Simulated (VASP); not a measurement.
A run of VASP 6.6.1 is set up as follows.

File INCAR:

```
SYSTEM = Sc
PREC = Accurate ; ENCUT = 500
EDIFF = 1E-7 ; ISMEAR = -1
SIGMA = 0.1 ; LREAL = .False.
LASPH = .True. ; NELM = 120
ALGO = Normal ; ISIF = 3
LWAVE = .False. ; LCHARG = .False.
GGA = PE ; IBRION = 2
NSW = 60 ; EDIFFG = -0.005
PSTRESS = 1600.0 ; GGA_COMPAT = .False.
NELMIN = 4
```

File KPOINTS:

```
regular mesh
0
Gamma
  19 19 19
  0 0 0
```

POSCAR

```
Sc
1.0
    0.0000000000      1.7174523930      1.7174523930
    1.7174523930      0.0000000000      1.7174523930
    1.7174523930      1.7174523930      0.0000000000
Sc
1
Direct
    0.0000000000      0.0000000000      0.0000000000
```

Potentials or basis: VASP PAW PBE potentials, release 64 (Sc_sv).

The run is started by

```console
$ cat potpaw_PBE.64/Sc_sv/POTCAR > POTCAR
$ mpirun -np 1 vasp_std > vasp.out
```

**Question.** Estimate the relaxed volume.

**Answer.** 10.19 Å³/atom.

**Question.** Predict the space group after relaxing (to 0.05 Å).

**Answer.** Fm-3m (No. 225).

**Question.** Estimate the relaxed cell.

**Answer.** a = 2.434 Å, b = 2.434 Å, c = 2.434 Å, α = 60.00°, β = 60.00°, γ = 60.00°.

Final structure:
```
Sc
1.0
     0.00000    1.72081    1.72081
     1.72081    0.00000    1.72081
     1.72081    1.72081    0.00000
Sc
1
Direct
  0.00000 0.00000 0.00000
```

Caveat: the cell is relaxed towards a set pressure, so the enthalpy falls and the energy may rise.
